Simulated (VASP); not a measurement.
# SnCl3 (P6/mmm) in VASP: relaxation of cell and atoms with PBE

Aim: the relaxation of cell and atoms of SnCl3 with PBE.

Program: VASP 6.6.1. These are calculated values, not measurements. Logs are shortened: lines on timing, memory, paths and dates and some standing lists are left out, and cuts for length are marked.

**1. The cell of the first run**

The structure is hexagonal, space group P6/mmm (No. 191). The conventional cell has a = 5.748 Å, b = 5.748 Å, c = 3.510 Å, α = 90.00°, β = 90.00°, γ = 120.00°. Within 4.4 Å of Sn (site symmetry 6/mmm) lie 12 Cl at 3.37 Å and 2 Sn at 3.51 Å. Within 3.8 Å of Cl (site symmetry mmm) lie 6 Cl at 2.87 to 3.51 Å and 4 Sn at 3.37 Å.

The cell was generated, and may not be a known phase.

**2. Relaxation of cell and atoms, PBE**

INCAR

```
PREC = Accurate
ENCUT = 600
EDIFF = 1E-6
ISMEAR = 0
SIGMA = 0.1
LREAL = False
LASPH = True
NELM = 100
ALGO = Normal
ISIF = 3
LWAVE = False
LCHARG = False
GGA = PE
IBRION = 2
NSW = 100
EDIFFG = -0.01
```

KPOINTS

```
Automatic mesh
0
Gamma
  12 12 14
```

POSCAR

```
SnCl3
1.0
    5.7483439712      0.0000000000      0.0000000000
   -2.8741719856      4.9782119088      0.0000000000
    0.0000000000      0.0000000000      3.5099703629
Sn Cl
1 3
Direct
    0.0000000000      0.0000000000      0.5000000000
    0.5000000000      0.0000000000      0.0000000000
    0.0000000000      0.5000000000      0.0000000000
    0.5000000000      0.5000000000      0.0000000000
```

Potentials or basis: VASP PAW PBE potentials, release 64 (Sn_d, Cl).

Run with:

```sh
> cat potpaw_PBE.64/Sn_d/POTCAR potpaw_PBE.64/Cl/POTCAR > POTCAR
> mpirun -np 1 vasp_std > vasp.out
```

OUTCAR:

```text
PREC = Accurate
   ENCUT = 600
   EDIFF = 1E-6
   ISMEAR = 0
   LREAL = False
   LASPH = True
   NELM = 100
   ISIF = 3
   GGA = PE
   IBRION = 2
   NSW = 100
   EDIFFG = -0.01

 ion  position               nearest neighbor table
   1  0.000  0.000  0.500-
   2  0.500  0.000  0.000-
   3  0.000  0.500  0.000-
   4  0.500  0.500  0.000-

  LATTYP: Found a hexagonal cell.
 ALAT       =     5.7483439712
 C/A-ratio  =     0.6106054858

  Lattice vectors:

 A1 = (   5.7483439712,   0.0000000000,   0.0000000000)
 A2 = (  -2.8741719856,   4.9782119088,   0.0000000000)
 A3 = (   0.0000000000,   0.0000000000,   3.5099703629)

Analysis of symmetry for initial positions (statically):
=====================================================================
 Subroutine PRICEL returns:
 Original cell was already a primitive cell.

 Routine SETGRP: Setting up the symmetry group for a
 hexagonal supercell.

 Subroutine GETGRP returns: Found 24 space group operations
 (whereof 24 operations were pure point group operations)
 out of a pool of 24 trial point group operations.

The static configuration has the point symmetry D_6h.

Analysis of symmetry for dynamics (positions and initial velocities):
=====================================================================
 Subroutine PRICEL returns:
 Original cell was already a primitive cell.

 Routine SETGRP: Setting up the symmetry group for a
 hexagonal supercell.

 Subroutine GETGRP returns: Found 24 space group operations
 (whereof 24 operations were pure point group operations)
 out of a pool of 24 trial point group operations.

The dynamic configuration has the point symmetry D_6h.

 Subroutine INISYM returns: Found 24 space group operations
 (whereof 24 operations are pure point group operations),
 and found     1 'primitive' translations

----------------------------------------------------------------------------------------

                                     Primitive cell

  volume of cell :     100.4430

  direct lattice vectors                    reciprocal lattice vectors
     5.748343971  0.000000000  0.000000000     0.173963146  0.100437669  0.000000000
    -2.874171986  4.978211909  0.000000000     0.000000000  0.200875338  0.000000000
     0.000000000  0.000000000  3.509970363     0.000000000  0.000000000  0.284902691

  length of vectors
     5.748343971  5.748343971  3.509970363     0.200875338  0.200875338  0.284902691

  position of ions in fractional coordinates (direct lattice)
     0.000000000  0.000000000  0.500000000
     0.500000000  0.000000000  0.000000000
     0.000000000  0.500000000  0.000000000
     0.500000000  0.500000000  0.000000000

  ion indices of the primitive-cell ions
   primitive index   ion index
                 1           1
                 2           2
                 3           3
                 4           4

----------------------------------------------------------------------------------------

 KPOINTS: Automatic mesh

Automatic generation of k-mesh.
 Grid dimensions read from file:
 generate k-points for:   12   12   14

 Generating k-lattice:

  Cartesian coordinates                     Fractional coordinates (reciprocal lattice)
     0.014496929  0.008369806  0.000000000     0.083333333  0.000000000  0.000000000
     0.000000000  0.016739612  0.000000000     0.000000000  0.083333333  0.000000000
     0.000000000  0.000000000  0.020350192     0.000000000  0.000000000  0.071428571

  Length of vectors
     0.016739612  0.016739612  0.020350192

  Shift w.r.t. Gamma in fractional coordinates (k-lattice)
     0.000000000  0.000000000  0.000000000

 Subroutine IBZKPT returns following result:
 ===========================================

 Found    152 irreducible k-points:

 Following reciprocal coordinates:
            Coordinates               Weight
  0.000000  0.000000  0.000000      1.000000
  0.083333  0.000000  0.000000      6.000000
  0.166667  0.000000  0.000000      6.000000
  0.250000  0.000000  0.000000      6.000000
  0.333333  0.000000  0.000000      6.000000
  0.416667  0.000000  0.000000      6.000000
[... 16 lines left out ...]
  0.250000  0.000000  0.071429     12.000000
  0.333333  0.000000  0.071429     12.000000
 [... further k-points ...]
   k-points           NKPTS =    152   k-points in BZ     NKDIM =    152   number of bands    NBANDS=     21
   number of dos      NEDOS =    301   number of ions     NIONS =      4
   total plane-waves  NPLWV =  64512
   dimension x,y,z NGX =    48 NGY =   48 NGZ =   28
   dimension x,y,z NGXF=    96 NGYF=   96 NGZF=   56
   ions per type =               1   3
   NGX,Y,Z   is equivalent  to a cutoff of  13.88, 13.88, 13.26 a.u.
   NGXF,Y,Z  is equivalent  to a cutoff of  27.76, 27.76, 26.52 a.u.
 SYSTEM =  unknown system
   PREC   = accura    normal or accurate (medium, high low for compatibility)
   ISTART =      0    job   : 0-new  1-cont  2-samecut
   ICHARG =      2    charge: 1-file 2-atom 10-const
   ISPIN  =      1    spin polarized calculation?
   LNONCOLLINEAR =      F non collinear calculations
   LSORBIT =      F    spin-orbit coupling
   LASPH  =      T    aspherical Exc in radial PAW
   ENCUT  =  600.0 eV  44.10 Ry    6.64 a.u.  11.48 11.48  7.01*2*pi/ulx,y,z
   NELM   =    100;   NELMIN=  2; NELMDL= -5     # of ELM steps
   EDIFF  = 0.1E-05   stopping-criterion for ELM
   LREAL  =      F    real-space projection
   EDIFFG = -.1E-01   stopping-criterion for IOM
   NSW    =    100    number of steps for IOM
   IBRION =      2    ionic relax: 0-MD 1-quasi-New 2-CG
   NFREE  =      1    steps in history (QN), initial steepest desc. (CG)
   ISIF   =      3    stress and relaxation
   ISYM   =      2    0-nonsym 1-usesym 2-fastsym
   POTIM  = 0.5000    time-step for ionic-motion
   TEBEG  =    0.0;   TEEND  =   0.0 temperature during run
   PSTRESS=    0.0 pullay stress
   NELECT =      35.0000    total number of electrons
   NUPDOWN=      -1.0000    fix difference up-down
   EMIN   =  10.00;   EMAX   =-10.00  energy-range for DOS
   EFERMI =   0.00;   METHOD = LEGACY
   ISMEAR =     0;   SIGMA  =   0.10  broadening in eV -4-tet -1-fermi 0-gaus
   EFERMI_NEDOS =   21; number of points for ismear=-14 and -15
   IALGO  =     38    algorithm
   IMIX   =      4    mixing-type and parameters
     AMIX     =   0.40;   BMIX     =  1.00
     AMIX_MAG =   1.60;   BMIX_MAG =  1.00
  volume/ion in A,a.u.               =      25.11       169.46
  Fermi-wavevector in a.u.,A,eV,Ry     =   1.152014  2.176990 18.056776  1.327136
  Thomas-Fermi vector in A             =   2.288668
   LORBIT       =      0    0 simple, 1 ext, 2 COOP (PROOUT), +10 PAW based schemes
   GGA     = PE    functional components
   LHFCALC =     F    Hartree Fock is set to
   AEXX    =    0.0000 exact exchange contribution
   IVDW    =     0    specifies the selected vdW correction
   LEPSILON=     F    determine dielectric tensor
   LRPA    =     F    only Hartree local field effects (RPA)
 conjugate gradient relaxation of ions
 non-spin polarized calculation
 Gauss-broadening in eV      SIGMA  =   0.10
  energy-cutoff  :      600.00
  volume of cell :      100.44
 maximum number of plane-waves:      3386
 NGX is ok and might be reduce to    48
   NGX = 23   NGY = 23   NGZ = 15

--------------------------------------- Ionic step        1  -------------------------------------------

 number of electron      35.0000003 magnetization

 Free energy of the ion-electron system (eV)
  ---------------------------------------------------
  ext. energy  EPLUGINS =         0.00000000
  ---------------------------------------------------
  free energy    TOTEN  =        -9.53828866 eV

  energy without entropy =       -9.51536762  energy(sigma->0) =       -9.52682814

------------------------ aborting loop because EDIFF is reached ----------------------------------------

  FORCE on cell =-STRESS in cart. coord.  units (eV):
  Direction    XX          YY          ZZ          XY          YZ          ZX
  --------------------------------------------------------------------------------------
  -------------------------------------------------------------------------------------
  Total        0.0189171      0.0189171     -0.1122444      0.0000000      0.0000000     -0.0000000
  in kB        0.3017490      0.3017490     -1.7904226      0.0000000      0.0000000     -0.0000000
  external PRESSURE =      -0.3956415 kB  Pullay stress =       0.0000000 kB
[... 61 lines left out ...]
  energy  without entropy=       -9.5154912715  energy(sigma->0) =       -9.52695200

--------------------------------------- Ionic step        3  -------------------------------------------

 number of electron      35.0000001 magnetization

 Free energy of the ion-electron system (eV)
  ---------------------------------------------------
  ext. energy  EPLUGINS =         0.00000000
  ---------------------------------------------------
  free energy    TOTEN  =        -9.53846574 eV

  energy without entropy =       -9.51554337  energy(sigma->0) =       -9.52700455

 E-fermi :   3.5380     XC(G=0):  -9.1693

 val. band max:        3.5372912513   @ k =   0.2500   0.0833   0.1429
 cond. band min:       3.5455202556   @ k =   0.1667   0.0833   0.0714
 fundamental gap:      0.0082290043
 Fermi energy:         3.5379590542

 k-point     1 :       0.0000    0.0000    0.0000
  band No.  band energies     occupation
      1     -18.9263      2.00000
      2     -18.9031      2.00000
      3     -18.9031      2.00000
      4     -18.8591      2.00000
      5     -18.8591      2.00000
      6     -12.0335      2.00000
[... 550 lines left out ...]
      5     -18.8606      2.00000
      6     -11.7126      2.00000
[... 13 lines left out ...]
     20       6.3062      0.00000
     21       7.6494      0.00000

 [... further k-points ...]

------------------------ aborting loop because EDIFF is reached ----------------------------------------

  FORCE on cell =-STRESS in cart. coord.  units (eV):
  Direction    XX          YY          ZZ          XY          YZ          ZX
  --------------------------------------------------------------------------------------
  -------------------------------------------------------------------------------------
  Total       -0.0078890     -0.0078890     -0.0047638      0.0000000     -0.0000000      0.0000000
  in kB       -0.1260775     -0.1260775     -0.0761318      0.0000000     -0.0000000      0.0000000
  external PRESSURE =      -0.1094289 kB  Pullay stress =       0.0000000 kB
[... 19 lines left out ...]
  FREE ENERGIE OF THE ION-ELECTRON SYSTEM (eV)
  ---------------------------------------------------
  free  energy   TOTEN  =        -9.5384657359 eV

  energy  without entropy=       -9.5155433731  energy(sigma->0) =       -9.52700455

 reached required accuracy - stopping structural energy minimisation
```

It took 7.7 min on 1 thread of Intel Xeon 8259CL, shared host; peak memory 0.51 GiB.

What came out:

```
Free energy                           : -9.5385 eV
Relaxed volume                        : 25.06 Å³/atom
Relaxed cell                          : a = 5.751 Å, b = 5.751 Å, c = 3.500 Å, α = 90.00°, β = 90.00°, γ = 120.00°
Space group after relaxing (to 0.1 Å) : P6/mmm (No. 191)
Energy gained by relaxing             : 0.0 meV/atom
Ionic steps                           : 3
Pressure after relaxing               : 0.0 GPa
Band gap on the k mesh                : zero (an odd number of electrons rules out a gap without spin polarisation)
```

The path:
| step | energy change (eV) | largest force (eV/Å) | pressure (GPa) | volume (Å³) |
| --- | --- | --- | --- | --- |
| 1 | 0.0000 | 0.0000 | -0.04 | 100.44 |
| 2 | -0.0001 | 0.0000 | -0.02 | 100.35 |
| 3 | -0.0002 | 0.0000 | -0.01 | 100.25 |

Final structure:
```yaml
crystal:
  lattice:
    - [5.75111, 0.00000, 0.00000]
    - [-2.87556, 4.98061, 0.00000]
    - [0.00000, 0.00000, 3.49994]
  atoms:
    - { symbol: Sn, position: [0.00000, 0.00000, 0.50000] }
    - { symbol: Cl, position: [0.50000, 0.00000, 0.00000] }
    - { symbol: Cl, position: [0.00000, 0.50000, 0.00000] }
    - { symbol: Cl, position: [0.50000, 0.50000, 0.00000] }
```

Levels at points of the mesh, in eV from the Fermi level:
```tsv
k point	band 15	band 16	band 17	band 18	band 19	band 20
(0.00, 0.00, 0.00)	-1.02	-0.75	0.17	0.17	3.22	3.22
(0.50, 0.00, 0.00)	-1.82	-1.50	-1.03	0.07	0.74	2.67
(0.00, 0.00, 0.50)	-2.61	-1.62	-0.56	0.39	0.39	1.18
(0.50, 0.00, 0.50)	-2.71	-2.20	-2.14	0.21	0.38	2.08
```

Caveat: spin-orbit coupling is left out, which moves the levels of the heavy elements; an odd number of electrons without spin polarisation forces a metal; a magnetic or distorted state may lie lower.
